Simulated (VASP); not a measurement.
TiO2, 6 atoms in the cell. The structure is tetragonal, space group P4_2/mnm (No. 136). The conventional cell has a = 4.672 Å, b = 4.672 Å, c = 3.009 Å, α = 90.00°, β = 90.00°, γ = 90.00°. Ti (site symmetry mmm) has 6 O at 1.98 to 2.02 Å within 2.6 Å. O (site symmetry m2m) has 3 Ti at 1.98 to 2.02 Å and 1 O at 2.58 Å within 2.6 Å. 

```yaml
Program: VASP 6.6.1
Task: single point
Functional: PBE
Potentials_or_basis: VASP PAW PBE potentials, release 64 (Ti_sv, O)
Cutoff: 520 eV
k_mesh: 5 × 5 × 7
Occupations: fermi-dirac, width 0.05 eV
Spin: no spin polarisation
Dipole_correction: no
Further_INCAR_settings: ALGO = Normal; EDIFF = 1e-06; NBANDS = 33
```

Potentials or basis: VASP PAW PBE potentials, release 64 (Ti_sv, O).

Launch:

```bash
$ cat potpaw_PBE.64/Ti_sv/POTCAR potpaw_PBE.64/O/POTCAR > POTCAR
$ mpirun -np 1 vasp_std > vasp.out
```

Hardware: 1 thread of Intel Xeon 8259CL, with other jobs on the host.

Question: Estimate the wall time of this run.

Answer: Run time: 76 s on 1 thread of Intel Xeon 8259CL, with other jobs on the host, peak memory 0.19 GiB. Counts: scf iterations 17, k points 24.
